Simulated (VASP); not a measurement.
# ZnO (P6_3mc) in VASP: a series of runs

The runs below take ZnO through single point, with PBE.

Everything below comes from runs of VASP 6.6.1. Logs are shortened: lines on timing, memory, paths and dates and some standing lists are left out, and cuts for length are marked.

## (1) The cell of the first run

The structure is hexagonal, space group P6_3mc (No. 186). The conventional cell has a = 3.279 Å, b = 3.279 Å, c = 5.293 Å, α = 90.00°, β = 90.00°, γ = 120.00°. Zn (site symmetry 3m) has 4 O at 2.00 to 2.01 Å within 2.6 Å. Within 2.6 Å of O (site symmetry 3m) lie 4 Zn at 2.00 to 2.01 Å.

## (2) Single point, PBE

Input file INCAR:

```
SYSTEM = ZnO
ALGO = Normal ; EDIFF = 1E-6
ENCUT = 520 ; GGA = PE
ISIF = 2 ; ISMEAR = 0
LASPH = .TRUE. ; LCHARG = .FALSE.
LREAL = .FALSE. ; LWAVE = .FALSE.
NBANDS = 26 ; NELM = 60
PREC = Accurate ; SIGMA = 0.02
```

Input file KPOINTS:

```
k-points
0
G
  9 9 6
  0 0 0
```

Input file POSCAR:

```
ZnO
1.0
    3.2793874990      0.0000000000      0.0000000000
   -1.6396937495      2.8400328830      0.0000000000
    0.0000000000      0.0000000000      5.2931776347
Zn O
2 2
Direct
    0.6666666667      0.3333333333      0.5006021952
    0.3333333333      0.6666666667      0.0006021952
    0.6666666667      0.3333333333      0.8797078048
    0.3333333333      0.6666666667      0.3797078048
```

Potentials or basis: VASP PAW PBE potentials, release 64 (Zn, O).

Run with:

```console
$ cat potpaw_PBE.64/Zn/POTCAR potpaw_PBE.64/O/POTCAR > POTCAR
$ mpirun -np 1 vasp_std > vasp.out
```

OUTCAR:

```text
SYSTEM = ZnO
   EDIFF = 1E-6
   ENCUT = 520
   GGA = PE
   ISIF = 2
   ISMEAR = 0
   LASPH = .TRUE.
   LREAL = .FALSE.
   NELM = 60
   PREC = Accurate

 ion  position               nearest neighbor table
   1  0.667  0.333  0.501-   4 2.00   4 2.00   4 2.00   3 2.01
   2  0.333  0.667  0.001-   3 2.00   3 2.00   3 2.00   4 2.01
   3  0.667  0.333  0.880-   2 2.00   2 2.00   2 2.00   1 2.01
   4  0.333  0.667  0.380-   1 2.00   1 2.00   1 2.00   2 2.01

  LATTYP: Found a hexagonal cell.
 ALAT       =     3.2793874990
 C/A-ratio  =     1.6140750784

  Lattice vectors:

 A1 = (   3.2793874990,   0.0000000000,   0.0000000000)
 A2 = (  -1.6396937495,   2.8400328830,   0.0000000000)
 A3 = (   0.0000000000,   0.0000000000,   5.2931776347)

Analysis of symmetry for initial positions (statically):
=====================================================================
 Subroutine PRICEL returns:
 Original cell was already a primitive cell.

 Routine SETGRP: Setting up the symmetry group for a
 hexagonal supercell.

 Subroutine GETGRP returns: Found 12 space group operations
 (whereof  6 operations were pure point group operations)
 out of a pool of 24 trial point group operations.

The static configuration has the point symmetry C_3v.
 The point group associated with its full space group is C_6v.

Analysis of symmetry for dynamics (positions and initial velocities):
=====================================================================
 Subroutine PRICEL returns:
 Original cell was already a primitive cell.

 Routine SETGRP: Setting up the symmetry group for a
 hexagonal supercell.

 Subroutine GETGRP returns: Found 12 space group operations
 (whereof  6 operations were pure point group operations)
 out of a pool of 24 trial point group operations.

The dynamic configuration has the point symmetry C_3v.
 The point group associated with its full space group is C_6v.

 Subroutine INISYM returns: Found 12 space group operations
 (whereof  6 operations are pure point group operations),
 and found     1 'primitive' translations

----------------------------------------------------------------------------------------

                                     Primitive cell

  volume of cell :      49.2984

  direct lattice vectors                    reciprocal lattice vectors
     3.279387499  0.000000000  0.000000000     0.304934992  0.176054300  0.000000000
    -1.639693749  2.840032883  0.000000000     0.000000000  0.352108599  0.000000000
     0.000000000  0.000000000  5.293177635     0.000000000  0.000000000  0.188922434

  length of vectors
     3.279387499  3.279387499  5.293177635     0.352108599  0.352108599  0.188922434

  position of ions in fractional coordinates (direct lattice)
     0.666666667  0.333333333  0.500602195
     0.333333333  0.666666667  0.000602195
     0.666666667  0.333333333  0.879707805
     0.333333333  0.666666667  0.379707805

  ion indices of the primitive-cell ions
   primitive index   ion index
                 1           1
                 2           2
                 3           3
                 4           4

----------------------------------------------------------------------------------------

 KPOINTS: k-points

Automatic generation of k-mesh.
 Grid dimensions read from file:
 generate k-points for:    9    9    6

 Generating k-lattice:

  Cartesian coordinates                     Fractional coordinates (reciprocal lattice)
     0.033881666  0.019561589  0.000000000     0.111111111  0.000000000  0.000000000
     0.000000000  0.039123178  0.000000000     0.000000000  0.111111111  0.000000000
     0.000000000  0.000000000  0.031487072     0.000000000  0.000000000  0.166666667

  Length of vectors
     0.039123178  0.039123178  0.031487072

  Shift w.r.t. Gamma in fractional coordinates (k-lattice)
     0.000000000  0.000000000  0.000000000

 Subroutine IBZKPT returns following result:
 ===========================================

 Found     48 irreducible k-points:

 Following reciprocal coordinates:
            Coordinates               Weight
  0.000000  0.000000  0.000000      1.000000
  0.111111 -0.000000  0.000000      6.000000
  0.222222 -0.000000  0.000000      6.000000
  0.333333  0.000000  0.000000      6.000000
  0.444444 -0.000000  0.000000      6.000000
  0.111111  0.111111  0.000000      6.000000
[... 16 lines left out ...]
  0.333333  0.222222  0.166667     24.000000
  0.333333  0.333333  0.166667      4.000000
 [... further k-points ...]
   k-points           NKPTS =     48   k-points in BZ     NKDIM =     48   number of bands    NBANDS=     26
   number of dos      NEDOS =    301   number of ions     NIONS =      4
   total plane-waves  NPLWV =  23040
   dimension x,y,z NGX =    24 NGY =   24 NGZ =   40
   dimension x,y,z NGXF=    48 NGYF=   48 NGZF=   80
   ions per type =               2   2
   NGX,Y,Z   is equivalent  to a cutoff of  12.17, 12.17, 12.56 a.u.
   NGXF,Y,Z  is equivalent  to a cutoff of  24.33, 24.33, 25.13 a.u.
 SYSTEM =  ZnO
   PREC   = accura    normal or accurate (medium, high low for compatibility)
   ISTART =      0    job   : 0-new  1-cont  2-samecut
   ICHARG =      2    charge: 1-file 2-atom 10-const
   ISPIN  =      1    spin polarized calculation?
   LNONCOLLINEAR =      F non collinear calculations
   LSORBIT =      F    spin-orbit coupling
   LASPH  =      T    aspherical Exc in radial PAW
   ENCUT  =  520.0 eV  38.22 Ry    6.18 a.u.   6.10  6.10  9.84*2*pi/ulx,y,z
   NELM   =     60;   NELMIN=  2; NELMDL= -5     # of ELM steps
   EDIFF  = 0.1E-05   stopping-criterion for ELM
   LREAL  =      F    real-space projection
   EDIFFG = 0.1E-04   stopping-criterion for IOM
   NSW    =      0    number of steps for IOM
   IBRION =     -1    ionic relax: 0-MD 1-quasi-New 2-CG
   NFREE  =      0    steps in history (QN), initial steepest desc. (CG)
   ISIF   =      2    stress and relaxation
   ISYM   =      2    0-nonsym 1-usesym 2-fastsym
   POTIM  = 0.5000    time-step for ionic-motion
   TEBEG  =    0.0;   TEEND  =   0.0 temperature during run
   PSTRESS=    0.0 pullay stress
   NELECT =      36.0000    total number of electrons
   NUPDOWN=      -1.0000    fix difference up-down
   EMIN   =  10.00;   EMAX   =-10.00  energy-range for DOS
   EFERMI =   0.00;   METHOD = LEGACY
   ISMEAR =     0;   SIGMA  =   0.02  broadening in eV -4-tet -1-fermi 0-gaus
   EFERMI_NEDOS =   21; number of points for ismear=-14 and -15
   IALGO  =     38    algorithm
   IMIX   =      4    mixing-type and parameters
     AMIX     =   0.40;   BMIX     =  1.00
     AMIX_MAG =   1.60;   BMIX_MAG =  1.00
  volume/ion in A,a.u.               =      12.32        83.17
  Fermi-wavevector in a.u.,A,eV,Ry     =   1.474229  2.785888 29.570218  2.173350
  Thomas-Fermi vector in A             =   2.589025
   LORBIT       =      0    0 simple, 1 ext, 2 COOP (PROOUT), +10 PAW based schemes
   GGA     = PE    functional components
   LHFCALC =     F    Hartree Fock is set to
   AEXX    =    0.0000 exact exchange contribution
   IVDW    =     0    specifies the selected vdW correction
   LEPSILON=     F    determine dielectric tensor
   LRPA    =     F    only Hartree local field effects (RPA)
 non-spin polarized calculation
 Gauss-broadening in eV      SIGMA  =   0.02
  energy-cutoff  :      520.00
  volume of cell :       49.30
 maximum number of plane-waves:      1350
   NGX = 13   NGY = 13   NGZ = 19

 number of electron      36.0000039 magnetization

 Free energy of the ion-electron system (eV)
  ---------------------------------------------------
  ext. energy  EPLUGINS =         0.00000000
  ---------------------------------------------------
  free energy    TOTEN  =       -17.86079555 eV

  energy without entropy =      -17.86079555  energy(sigma->0) =      -17.86079555

 E-fermi :   1.0104     XC(G=0): -10.7259

 val. band max:        0.8961449312   @ k =   0.0000   0.0000   0.0000
 cond. band min:       1.6239621568   @ k =   0.0000   0.0000   0.0000
 fundamental gap:      0.7278172256
 Fermi energy:         1.0103782609

 k-point     1 :       0.0000    0.0000    0.0000
  band No.  band energies     occupation
      1     -16.9228      2.00000
      2     -16.2553      2.00000
      3      -4.6415      2.00000
      4      -4.6415      2.00000
      5      -4.6017      2.00000
      6      -4.4873      2.00000
[... 18 lines left out ...]
     25      14.8281      0.00000
     26      14.8281      0.00000

 k-point     2 :       0.1111   -0.0000    0.0000
  band No.  band energies     occupation
      1     -16.8599      2.00000
      2     -16.2275      2.00000
      3      -4.7086      2.00000
      4      -4.6047      2.00000
      5      -4.5633      2.00000
      6      -4.4700      2.00000
[... 18 lines left out ...]
     25      14.8024      0.00000
     26      14.9575      0.00000

 k-point     3 :       0.2222   -0.0000    0.0000
  band No.  band energies     occupation
      1     -16.6921      2.00000
      2     -16.1606      2.00000
      3      -4.8377      2.00000
      4      -4.5428      2.00000
      5      -4.5188      2.00000
      6      -4.4087      2.00000
[... 18 lines left out ...]
     25      14.2257      0.00000
     26      14.9251      0.00000

 k-point     4 :       0.3333    0.0000    0.0000
  band No.  band energies     occupation
      1     -16.4796      2.00000
      2     -16.0980      2.00000
      3      -4.9025      2.00000
      4      -4.5734      2.00000
      5      -4.4411      2.00000
      6      -4.2391      2.00000
[... 18 lines left out ...]
     25      14.1121      0.00000
     26      14.7515      0.00000
[... 496 lines left out ...]
      1     -16.3557      2.00000
      2     -16.0980      2.00000
      3      -4.7313      2.00000
      4      -4.6740      2.00000
      5      -4.3545      2.00000
      6      -4.2957      2.00000
[... 18 lines left out ...]
     25      12.6521      0.00000
     26      15.8297      0.00000

 k-point    23 :       0.3333    0.2222    0.1667
  band No.  band energies     occupation
      1     -16.2195      2.00000
      2     -16.0926      2.00000
      3      -4.6963      2.00000
      4      -4.4951      2.00000
      5      -4.3479      2.00000
      6      -4.1728      2.00000
[... 18 lines left out ...]
     25      13.4166      0.00000
     26      14.8331      0.00000

 k-point    24 :       0.3333    0.3333    0.1667
  band No.  band energies     occupation
      1     -16.1319      2.00000
      2     -16.1319      2.00000
      3      -4.6459      2.00000
      4      -4.3756      2.00000
      5      -4.3756      2.00000
      6      -4.0354      2.00000
[... 18 lines left out ...]
     25      14.1767      0.00000
     26      14.9457      0.00000

 [... further k-points ...]

------------------------ aborting loop because EDIFF is reached ----------------------------------------

  FORCE on cell =-STRESS in cart. coord.  units (eV):
  Direction    XX          YY          ZZ          XY          YZ          ZX
  --------------------------------------------------------------------------------------
  -------------------------------------------------------------------------------------
  Total        0.2818076      0.2818076      0.2799507      0.0000000      0.0000000     -0.0000000
  in kB        9.1586350      9.1586350      9.0982845      0.0000000      0.0000000     -0.0000000
  external PRESSURE =       9.1385182 kB  Pullay stress =       0.0000000 kB

 VOLUME and BASIS-vectors are now :
 -----------------------------------------------------------------------------
  energy-cutoff  :      520.00
  volume of cell :       49.30
      direct lattice vectors                 reciprocal lattice vectors
     3.279387499  0.000000000  0.000000000     0.304934992  0.176054300  0.000000000
    -1.639693749  2.840032883  0.000000000     0.000000000  0.352108599  0.000000000
     0.000000000  0.000000000  5.293177635     0.000000000  0.000000000  0.188922434

 POSITION                                       TOTAL-FORCE (eV/Angst)
 -----------------------------------------------------------------------------------
      1.63969      0.94668      2.64978         0.000000      0.000000      0.001486
     -0.00000      1.89336      0.00319        -0.000000     -0.000000      0.001486
      1.63969      0.94668      4.65645        -0.000000      0.000000     -0.001486
     -0.00000      1.89336      2.00986         0.000000      0.000000     -0.001486
 -----------------------------------------------------------------------------------
    total drift:                               -0.000001     -0.000001     -0.001056

  FREE ENERGIE OF THE ION-ELECTRON SYSTEM (eV)
  ---------------------------------------------------
  free  energy   TOTEN  =       -17.8607955533 eV

  energy  without entropy=      -17.8607955533  energy(sigma->0) =      -17.86079555
```

Run time: 50 s. Hardware: 1 thread of AMD EPYC 7R13 (Zen 3), shared host; peak memory 0.16 GiB.

Results:

```yaml
Free_energy: -17.8608 eV
Pressure: 0.9 GPa
Band_gap_on_the_k_mesh: 0.73 eV, direct
```

## (3) Single point, PBE

Input file INCAR:

```
ALGO = Normal
EDIFF = 1E-7
ENCUT = 520
GGA = PE
ISIF = 2
ISMEAR = 0
LASPH = T
LCHARG = T
LELF = T
LREAL = F
LVHAR = T
LWAVE = F
NBANDS = 26
NELM = 60
PREC = Accurate
SIGMA = 0.02
```

Input file KPOINTS:

```
k-points
0
Gamma
  9 9 6
```

POSCAR is that of step 2.

Potentials or basis: VASP PAW PBE potentials, release 64 (Zn, O).

Run with:

```console
$ cat potpaw_PBE.64/Zn/POTCAR potpaw_PBE.64/O/POTCAR > POTCAR
$ mpirun -np 1 vasp_std > vasp.out
```

Run time: 56 s. Hardware: 1 thread of AMD EPYC 7R13 (Zen 3), shared host; peak memory 0.16 GiB.

Results (log left out):

* Free energy: -17.8608 eV
* Pressure: 0.9 GPa
* Band gap on the k mesh: 0.73 eV, direct

Levels at points of the mesh, in eV from the valence-band top:
```
           k point  band 15  band 16  band 17  band 18  band 19  band 20  band 21  band 22
(0.00, 0.00, 0.00)    -0.75    -0.08     0.00     0.00     0.73     5.09     8.07    12.73
(0.00, 0.00, 0.50)    -0.37    -0.37    -0.37    -0.37     3.36     3.36     9.91     9.91
```

PBE gaps usually lie below the measured ones, often by a third to a half.
